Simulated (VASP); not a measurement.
# SnSe2 (P-3m1) in VASP: notebook

Runs on SnSe2. Level: PBE. Tasks: single point.

Program: VASP 6.6.1. These are calculated values, not measurements. Logs are shortened: lines on timing, memory, paths and dates and some standing lists are left out, and cuts for length are marked.

### 1 The cell of the first run

The structure is trigonal, space group P-3m1 (No. 164). Conventional cell: a = 3.925 Å, b = 3.925 Å, c = 6.229 Å, α = 90.00°, β = 90.00°, γ = 120.00°. Sn (site symmetry -3m) has 6 Se at 2.75 Å within 3.6 Å. Within 3.6 Å of Se (site symmetry 3m) lie 3 Sn at 2.75 Å.

### 2 Single point, PBE (strain +0.030 along x and y, +0.015 along z)

INCAR reads:

```
SYSTEM = SnSe2
ALGO     = Normal         ! electronic algorithm
EDIFF    = 1E-6           ! SCF threshold, eV
ENCUT    = 520            ! plane-wave cutoff, eV
GGA      = PE             ! functional
ISIF     = 2              ! what is computed and relaxed
ISMEAR   = 0              ! smearing method
LASPH    = .TRUE.         ! aspherical terms in the spheres
LCHARG   = .FALSE.        ! write CHGCAR
LREAL    = .FALSE.        ! projectors in reciprocal space
LWAVE    = .FALSE.        ! write WAVECAR
NBANDS   = 20             ! bands
NELM     = 80             ! most SCF steps
PREC     = Accurate       ! precision mode
SIGMA    = 0.05           ! smearing width, eV
```

KPOINTS reads:

```
k-points
0
G
  12 12 6
  0 0 0
```

POSCAR reads:

```
SnSe2
1.0
    3.9253287450      0.0000000000      0.0000000000
   -1.9626643725      3.3994344114      0.0000000000
    0.0000000000      0.0000000000      6.2290550000
Sn Se
1 2
Direct
    0.0000000000      0.0000000000      0.0000000000
    0.3333333333      0.6666666667      0.2500000000
    0.6666666667      0.3333333333      0.7500000000
```

Potentials or basis: VASP PAW PBE potentials, release 64 (Sn_d, Se).

On the command line:

```
> cat potpaw_PBE.64/Sn_d/POTCAR potpaw_PBE.64/Se/POTCAR > POTCAR
> mpirun -np 1 vasp_std > vasp.out
```

OUTCAR:

```text
SYSTEM = SnSe2
   EDIFF = 1E-6
   ENCUT = 520
   GGA = PE
   ISIF = 2
   ISMEAR = 0
   LASPH = .TRUE.
   LREAL = .FALSE.
   NELM = 80
   PREC = Accurate

 ion  position               nearest neighbor table
   1  0.000  0.000  0.000-   2 2.75   3 2.75   3 2.75   2 2.75   3 2.75   2 2.75
   2  0.333  0.667  0.250-   1 2.75   1 2.75   1 2.75
   3  0.667  0.333  0.750-   1 2.75   1 2.75   1 2.75

  LATTYP: Found a hexagonal cell.
 ALAT       =     3.9253287450
 C/A-ratio  =     1.5868874697

  Lattice vectors:

 A1 = (   3.9253287450,   0.0000000000,   0.0000000000)
 A2 = (  -1.9626643725,   3.3994344114,   0.0000000000)
 A3 = (   0.0000000000,   0.0000000000,   6.2290550000)

Analysis of symmetry for initial positions (statically):
=====================================================================
 Subroutine PRICEL returns:
 Original cell was already a primitive cell.

 Routine SETGRP: Setting up the symmetry group for a
 hexagonal supercell.

 Subroutine GETGRP returns: Found 12 space group operations
 (whereof 12 operations were pure point group operations)
 out of a pool of 24 trial point group operations.

The static configuration has the point symmetry D_3d.

Analysis of symmetry for dynamics (positions and initial velocities):
=====================================================================
 Subroutine PRICEL returns:
 Original cell was already a primitive cell.

 Routine SETGRP: Setting up the symmetry group for a
 hexagonal supercell.

 Subroutine GETGRP returns: Found 12 space group operations
 (whereof 12 operations were pure point group operations)
 out of a pool of 24 trial point group operations.

The dynamic configuration has the point symmetry D_3d.

 Subroutine INISYM returns: Found 12 space group operations
 (whereof 12 operations are pure point group operations),
 and found     1 'primitive' translations

----------------------------------------------------------------------------------------

                                     Primitive cell

  volume of cell :      83.1199

  direct lattice vectors                    reciprocal lattice vectors
     3.925328745  0.000000000  0.000000000     0.254755733  0.147083291  0.000000000
    -1.962664372  3.399434411  0.000000000     0.000000000  0.294166582  0.000000000
     0.000000000  0.000000000  6.229055000     0.000000000  0.000000000  0.160537995

  length of vectors
     3.925328745  3.925328745  6.229055000     0.294166582  0.294166582  0.160537995

  position of ions in fractional coordinates (direct lattice)
     0.000000000  0.000000000  0.000000000
     0.333333333  0.666666667  0.250000000
     0.666666667  0.333333333  0.750000000

  ion indices of the primitive-cell ions
   primitive index   ion index
                 1           1
                 2           2
                 3           3

----------------------------------------------------------------------------------------

 KPOINTS: k-points

Automatic generation of k-mesh.
 Grid dimensions read from file:
 generate k-points for:   12   12    6

 Generating k-lattice:

  Cartesian coordinates                     Fractional coordinates (reciprocal lattice)
     0.021229644  0.012256941  0.000000000     0.083333333  0.000000000  0.000000000
     0.000000000  0.024513882  0.000000000     0.000000000  0.083333333  0.000000000
     0.000000000  0.000000000  0.026756332     0.000000000  0.000000000  0.166666667

  Length of vectors
     0.024513882  0.024513882  0.026756332

  Shift w.r.t. Gamma in fractional coordinates (k-lattice)
     0.000000000  0.000000000  0.000000000

 Subroutine IBZKPT returns following result:
 ===========================================

 Found    100 irreducible k-points:

 Following reciprocal coordinates:
            Coordinates               Weight
  0.000000  0.000000  0.000000      1.000000
  0.083333  0.000000  0.000000      6.000000
  0.166667 -0.000000  0.000000      6.000000
  0.250000  0.000000  0.000000      6.000000
  0.333333  0.000000  0.000000      6.000000
  0.416667 -0.000000  0.000000      6.000000
[... 16 lines left out ...]
  0.166667 -0.000000  0.166667      6.000000
  0.000000  0.166667  0.166667      6.000000
 [... further k-points ...]
   k-points           NKPTS =    100   k-points in BZ     NKDIM =    100   number of bands    NBANDS=     20
   number of dos      NEDOS =    301   number of ions     NIONS =      3
   total plane-waves  NPLWV =  43200
   dimension x,y,z NGX =    30 NGY =   30 NGZ =   48
   dimension x,y,z NGXF=    60 NGYF=   60 NGZF=   96
   ions per type =               1   2
   NGX,Y,Z   is equivalent  to a cutoff of  12.71, 12.71, 12.81 a.u.
   NGXF,Y,Z  is equivalent  to a cutoff of  25.41, 25.41, 25.62 a.u.
 SYSTEM =  SnSe2
   PREC   = accura    normal or accurate (medium, high low for compatibility)
   ISTART =      0    job   : 0-new  1-cont  2-samecut
   ICHARG =      2    charge: 1-file 2-atom 10-const
[... 78 lines left out ...]
     20      12.3368      0.00000

 k-point     3 :       0.1667   -0.0000    0.0000
  band No.  band energies     occupation
      1     -17.7862      2.00000
      2     -17.7707      2.00000
      3     -17.7491      2.00000
      4     -17.7438      2.00000
      5     -17.7392      2.00000
      6      -9.8054      2.00000
[... 12 lines left out ...]
     19      11.6382      0.00000
     20      12.5190      0.00000

 k-point     4 :       0.2500    0.0000    0.0000
  band No.  band energies     occupation
      1     -17.7966      2.00000
      2     -17.7668      2.00000
      3     -17.7506      2.00000
      4     -17.7394      2.00000
      5     -17.7351      2.00000
      6      -9.5246      2.00000
[... 12 lines left out ...]
     19      11.5159      0.00000
     20      12.8889      0.00000

 k-point     5 :       0.3333    0.0000    0.0000
  band No.  band energies     occupation
      1     -17.8075      2.00000
      2     -17.7648      2.00000
      3     -17.7537      2.00000
      4     -17.7330      2.00000
      5     -17.7290      2.00000
      6      -9.1758      2.00000
[... 12 lines left out ...]
     19      12.1122      0.00000
     20      13.0864      0.00000

 k-point     6 :       0.4167   -0.0000    0.0000
  band No.  band energies     occupation
      1     -17.8156      2.00000
      2     -17.7642      2.00000
      3     -17.7560      2.00000
      4     -17.7282      2.00000
      5     -17.7237      2.00000
      6      -8.8283      2.00000
[... 12 lines left out ...]
     19      12.8092      0.00000
     20      13.6133      0.00000

 k-point     7 :       0.5000    0.0000    0.0000
  band No.  band energies     occupation
      1     -17.8186      2.00000
      2     -17.7641      2.00000
      3     -17.7569      2.00000
      4     -17.7264      2.00000
      5     -17.7216      2.00000
      6      -8.6468      2.00000
[... 12 lines left out ...]
     19      13.0871      0.00000
     20      13.9488      0.00000
[... 277 lines left out ...]
 k-point    20 :       0.0000    0.0000    0.1667
  band No.  band energies     occupation
      1     -17.7765      2.00000
      2     -17.7765      2.00000
      3     -17.7535      2.00000
      4     -17.7414      2.00000
      5     -17.7414      2.00000
      6     -10.0090      2.00000
[... 12 lines left out ...]
     19      12.0801      0.00000
     20      12.0846      0.00000

 k-point    21 :       0.0833    0.0000    0.1667
  band No.  band energies     occupation
      1     -17.7790      2.00000
      2     -17.7748      2.00000
      3     -17.7521      2.00000
      4     -17.7424      2.00000
      5     -17.7410      2.00000
      6      -9.9482      2.00000
[... 12 lines left out ...]
     19      11.8319      0.00000
     20      12.3292      0.00000

 k-point    22 :       0.0000    0.0833    0.1667
  band No.  band energies     occupation
      1     -17.7790      2.00000
      2     -17.7748      2.00000
      3     -17.7521      2.00000
      4     -17.7424      2.00000
      5     -17.7410      2.00000
      6      -9.9482      2.00000
[... 12 lines left out ...]
     19      11.7140      0.00000
     20      12.0709      0.00000

 k-point    23 :       0.1667   -0.0000    0.1667
  band No.  band energies     occupation
      1     -17.7862      2.00000
      2     -17.7707      2.00000
      3     -17.7491      2.00000
      4     -17.7438      2.00000
      5     -17.7392      2.00000
      6      -9.7704      2.00000
[... 12 lines left out ...]
     19      11.9775      0.00000
     20      12.2855      0.00000

 k-point    24 :       0.0000    0.1667    0.1667
  band No.  band energies     occupation
      1     -17.7862      2.00000
      2     -17.7707      2.00000
      3     -17.7491      2.00000
      4     -17.7438      2.00000
      5     -17.7392      2.00000
      6      -9.7704      2.00000
[... 12 lines left out ...]
     19      11.4543      0.00000
     20      12.2470      0.00000

 [... further k-points ...]

------------------------ aborting loop because EDIFF is reached ----------------------------------------

  FORCE on cell =-STRESS in cart. coord.  units (eV):
  Direction    XX          YY          ZZ          XY          YZ          ZX
  --------------------------------------------------------------------------------------
  -------------------------------------------------------------------------------------
  Total       -0.2753160     -0.2753160      0.8560578     -0.0000000     -0.0000000      0.0000000
  in kB       -5.3068549     -5.3068549     16.5009442     -0.0000000     -0.0000000      0.0000000
  external PRESSURE =       1.9624115 kB  Pullay stress =       0.0000000 kB

 VOLUME and BASIS-vectors are now :
 -----------------------------------------------------------------------------
  energy-cutoff  :      520.00
  volume of cell :       83.12
      direct lattice vectors                 reciprocal lattice vectors
     3.925328745  0.000000000  0.000000000     0.254755733  0.147083291  0.000000000
    -1.962664372  3.399434411  0.000000000     0.000000000  0.294166582  0.000000000
     0.000000000  0.000000000  6.229055000     0.000000000  0.000000000  0.160537995

 POSITION                                       TOTAL-FORCE (eV/Angst)
 -----------------------------------------------------------------------------------
      0.00000      0.00000      0.00000         0.000000      0.000000     -0.000000
     -0.00000      2.26629      1.55726        -0.000000      0.000000      0.150447
      1.96266      1.13314      4.67179        -0.000000      0.000000     -0.150447
 -----------------------------------------------------------------------------------
    total drift:                                0.000000      0.000000     -0.000000

  FREE ENERGIE OF THE ION-ELECTRON SYSTEM (eV)
  ---------------------------------------------------
  free  energy   TOTEN  =       -11.8458841273 eV

  energy  without entropy=      -11.8458841273  energy(sigma->0) =      -11.84588413
```

It took 2.3 min on 1 thread of Intel Xeon Platinum 8259CL at 2.50GHz (Skylake/Cascade Lake), shared host; peak memory 0.31 GiB.

Results:

- Free energy: -11.8459 eV
- Pressure: 0.2 GPa
- Largest force: 0.150 eV/Å
- Band gap on the k mesh: 0.57 eV (least direct gap 0.65 eV)

Forces in eV/Å, atoms in the order of the input:
```
Sn   0.000  0.000  0.000
Se   0.000  0.000  0.150
Se   0.000  0.000 -0.150
```

Stress tensor (GPa, compression positive):
```
-0.53  0.00  0.00
 0.00 -0.53  0.00
 0.00  0.00  1.65
```

Levels at points of the mesh, in eV from the valence-band top:
```
           k point  band 10  band 11  band 12  band 13  band 14  band 15  band 16  band 17
(0.00, 0.00, 0.00)    -0.76    -0.50    -0.50    -0.04     0.61     2.74     4.36     4.36
(0.50, 0.00, 0.00)    -2.71    -2.54    -1.13    -0.37     0.96     3.60     5.18     5.43
(0.00, 0.00, 0.50)    -0.85    -0.85    -0.35    -0.35     1.96     2.65     4.10     4.10
(0.50, 0.00, 0.50)    -2.38    -1.89    -0.83    -0.74     0.69     4.11     4.77     5.91
```

Caveat: the cell differs from its parent crystal (strain +0.030 along x and y, +0.015 along z); spin-orbit coupling is left out, which moves the levels of the heavy elements; this functional lacks dispersion, which binds the layers, so the pressure and a relaxed spacing across them are unreliable. A k mesh can miss the band edges.

### 3 Single point, PBE (strain +0.030 along x and y, +0.030 along z)

INCAR reads:

```
PREC = Accurate
ENCUT = 520
EDIFF = 1E-6
ISMEAR = 0
SIGMA = 0.05
LREAL = F
LASPH = T
NELM = 80
ALGO = Normal
ISIF = 2
LWAVE = F
LCHARG = F
GGA = PE
NBANDS = 20
```

KPOINTS reads:

```
regular mesh
0
Gamma
  12 12 6
```

POSCAR, as its differences from that of step 2:

```diff
@@ -4,3 +4,3 @@
    -1.9626643725      3.3994344114      0.0000000000
-    0.0000000000      0.0000000000      6.2290550000
+    0.0000000000      0.0000000000      6.3211100000
 Sn Se
```

Potentials or basis: VASP PAW PBE potentials, release 64 (Sn_d, Se).

On the command line:

```
> cat potpaw_PBE.64/Sn_d/POTCAR potpaw_PBE.64/Se/POTCAR > POTCAR
> mpirun -np 1 vasp_std > vasp.out
```

It took 3 min on 1 thread of Intel Xeon Platinum 8259CL at 2.50GHz (Skylake/Cascade Lake), shared host; peak memory 0.31 GiB.

Results (log left out):

| Item | Value |
| --- | --- |
| Free energy | -11.8537 eV |
| Pressure | -0.6 GPa |
| Largest force | 0.038 eV/Å |
| Band gap on the k mesh | 0.60 eV (least direct gap 0.76 eV) |

Forces on the atoms (eV/Å):
```
Sn   0.000  0.000  0.000
Se   0.000  0.000 -0.038
Se   0.000  0.000  0.038
```

Stress tensor (GPa, compression positive):
```
-1.09  0.00  0.00
 0.00 -1.09  0.00
 0.00  0.00  0.37
```

Levels at points of the mesh, in eV from the valence-band top:
```
           k point  band 11  band 12  band 13  band 14  band 15  band 16
(0.00, 0.00, 0.00)    -0.37    -0.37    -0.08     0.68     2.87     4.42
(0.50, 0.00, 0.00)    -2.38    -1.07    -0.30     1.00     3.65     5.20
(0.00, 0.00, 0.50)    -0.72    -0.24    -0.24     2.02     2.75     4.20
(0.50, 0.00, 0.50)    -1.85    -0.75    -0.64     0.67     4.13     4.76
```

Caveat: the cell differs from its parent crystal (strain +0.030 along x and y, +0.030 along z); spin-orbit coupling is left out, which moves the levels of the heavy elements; this functional lacks dispersion, which binds the layers, so the pressure and a relaxed spacing across them are unreliable. A k mesh can miss the band edges.

### 4 Single point, PBE (strain -0.015 along x and y, +0.000 along z)

INCAR, as its differences from that of step 3:

```diff
@@ -7,3 +7,3 @@
 LASPH = T
-NELM = 80
+NELM = 60
 ALGO = Normal
```

KPOINTS reads:

```
Automatic mesh
0
Gamma
  12 12 6
```

POSCAR reads:

```
SnSe2
1.0
    3.7538337998      0.0000000000      0.0000000000
   -1.8769168999      3.2509154322      0.0000000000
    0.0000000000      0.0000000000      6.1370000000
Sn Se
1 2
Direct
    0.0000000000      0.0000000000      0.0000000000
    0.3333333333      0.6666666667      0.2500000000
    0.6666666667      0.3333333333      0.7500000000
```

On the command line:

```
> cat potpaw_PBE.64/Sn_d/POTCAR potpaw_PBE.64/Se/POTCAR > POTCAR
> mpirun -np 1 vasp_std > vasp.out
```

It took 1.8 min on 1 thread of AMD EPYC 9R14 (Zen 4), shared host; peak memory 0.25 GiB.

Results (log left out):

```yaml
Free_energy: -11.6663 eV
Pressure: 8.0 GPa
Largest_force: 0.974 eV/Å
Band_gap_on_the_k_mesh: 0.79 eV (least direct gap 1.35 eV)
```

Forces on the atoms (eV/Å):
```
Sn   0.000  0.000  0.000
Se   0.000  0.000  0.974
Se   0.000  0.000 -0.974
```

Stress tensor (GPa, compression positive):
```
7.91 0.00 0.00
0.00 7.91 0.00
0.00 0.00 8.30
```

Levels at points of the mesh, in eV from the valence-band top:
```
           k point  band 10  band 11  band 12  band 13  band 14  band 15  band 16  band 17
(0.00, 0.00, 0.00)    -0.62    -0.30    -0.30    -0.08     1.33     3.10     4.78     4.78
(0.50, 0.00, 0.00)    -3.04    -2.68    -1.28    -0.28     1.23     3.86     5.40     5.56
(0.00, 0.00, 0.50)    -0.72    -0.72    -0.15    -0.15     2.71     3.08     4.51     4.51
(0.50, 0.00, 0.50)    -2.52    -2.09    -0.87    -0.67     0.88     4.26     4.79     5.73
```

Caveat: the cell differs from its parent crystal (strain -0.015 along x and y, +0.000 along z); the cell stands under pressure; spin-orbit coupling is left out, which moves the levels of the heavy elements; this functional lacks dispersion, which binds the layers, so the pressure and a relaxed spacing across them are unreliable. A k mesh can miss the band edges.

### 5 Single point, PBE (strain +0.000 along x and y, -0.015 along z)

INCAR reads:

```
SYSTEM = SnSe2
PREC = Accurate
ENCUT = 520
EDIFF = 1E-6
ISMEAR = 0
SIGMA = 0.05
LREAL = .False.
LASPH = .True.
NELM = 60
ALGO = Normal
ISIF = 2
LWAVE = .False.
LCHARG = .False.
GGA = PE
NBANDS = 20
```

KPOINTS reads:

```
regular mesh
0
Gamma
  12 12 6
  0 0 0
```

POSCAR reads:

```
SnSe2
1.0
    3.8109987816      0.0000000000      0.0000000000
   -1.9054993908      3.3004217586      0.0000000000
    0.0000000000      0.0000000000      6.0449450000
Sn Se
1 2
Direct
    0.0000000000      0.0000000000      0.0000000000
    0.3333333333      0.6666666667      0.2500000000
    0.6666666667      0.3333333333      0.7500000000
```

On the command line:

```
> cat potpaw_PBE.64/Sn_d/POTCAR potpaw_PBE.64/Se/POTCAR > POTCAR
> mpirun -np 1 vasp_std > vasp.out
```

Wall time 1.8 min (1 thread of AMD EPYC 9R14 (Zen 4), shared host); peak memory 0.26 GiB.

The run converged. Its results:

```
Free energy            : -11.7063 eV
Pressure               : 6.6 GPa
Largest force          : 0.966 eV/Å
Band gap on the k mesh : 0.66 eV (least direct gap 0.99 eV)
```

Forces in eV/Å, atoms in the order of the input:
```
Sn   0.000  0.000  0.000
Se   0.000  0.000  0.966
Se   0.000  0.000 -0.966
```

Stress tensor (GPa, compression positive):
```
5.89 0.00 0.00
0.00 5.89 0.00
0.00 0.00 8.00
```

Levels at points of the mesh, in eV from the valence-band top:
```csv
k point,band 10,band 11,band 12,band 13,band 14,band 15,band 16,band 17
"(0.00, 0.00, 0.00)",-0.87,-0.56,-0.56,-0.01,0.97,2.78,4.52,4.52
"(0.50, 0.00, 0.00)",-3.05,-2.88,-1.33,-0.42,1.06,3.69,5.34,5.39
"(0.00, 0.00, 0.50)",-0.96,-0.96,-0.39,-0.39,2.35,2.77,4.22,4.22
"(0.50, 0.00, 0.50)",-2.70,-2.07,-0.97,-0.85,0.83,4.17,4.79,5.78
```

Caveat: the cell differs from its parent crystal (strain +0.000 along x and y, -0.015 along z); the cell stands under pressure; spin-orbit coupling is left out, which moves the levels of the heavy elements; this functional lacks dispersion, which binds the layers, so the pressure and a relaxed spacing across them are unreliable.

### 6 Summary

```csv
cell,gap on the mesh (eV),pressure (GPa),largest force (eV/Å)
"a = 3.925, b = 3.925, c = 6.229 Å, angles 90.0, 90.0, 120.0°, 3 atoms",0.57,0.2,0.15
"a = 3.925, b = 3.925, c = 6.321 Å, angles 90.0, 90.0, 120.0°, 3 atoms",0.60,-0.6,0.04
"a = 3.754, b = 3.754, c = 6.137 Å, angles 90.0, 90.0, 120.0°, 3 atoms",0.79,8.0,0.97
"a = 3.811, b = 3.811, c = 6.045 Å, angles 90.0, 90.0, 120.0°, 3 atoms",0.66,6.6,0.97
```

Alike in all rows: task single point; level PBE; potentials or basis VASP PAW PBE potentials, release 64 (Sn_d, Se); no spin polarisation; k mesh 12 × 12 × 6; cutoff (eV) 520; smearing gaussian 0.05 eV.

Caveats: spin-orbit coupling is left out, which moves the levels of the heavy elements; this functional lacks dispersion, which binds the layers, so the pressure and a relaxed spacing across them are unreliable; the cell stands under pressure (at least some runs).

Absolute energies hang on the potentials; compare differences alone.
